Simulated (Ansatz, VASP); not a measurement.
# SrRe in VASP and in Ansatz

```
Sr Re
1.0
     3.63720    0.00000    0.00000
     0.00000    3.63720    0.00000
     0.00000    0.00000    3.63720
Sr Re
1 1
Direct
  0.00000 0.00000 0.00000
  0.50000 0.50000 0.50000
```

Alike in both runs: functional PBE; k mesh 16 × 16 × 16; occupations gaussian, width 0.1 eV; no spin polarisation.

Ansatz relaxed the structure, and its values are those at the end. VASP's run is a single point on that final structure, the one shown.

```csv
,VASP,Ansatz
version,VASP 6.6.1,Ansatz 0.2.0
potentials or method,"VASP PAW PBE potentials, release 64 (Sr_sv, Re), cutoff 520 eV","scalar-relativistic, plane waves, PAW"
valence electrons in the cell,17,25
```

|  | VASP | Ansatz | Ansatz less VASP |
| --- | --- | --- | --- |
| gap on the k mesh at the Fermi level (eV) | none | none | - |
| pressure (GPa) | 0.2 | 0.0 | -0.19 |

A gap of «none» marks a metal or a gap that the smearing closes. VASP's potentials hold 17 valence electrons a cell and Ansatz's 25, so a difference there can come from the potentials and not from the codes.

Spin-orbit coupling is off throughout.
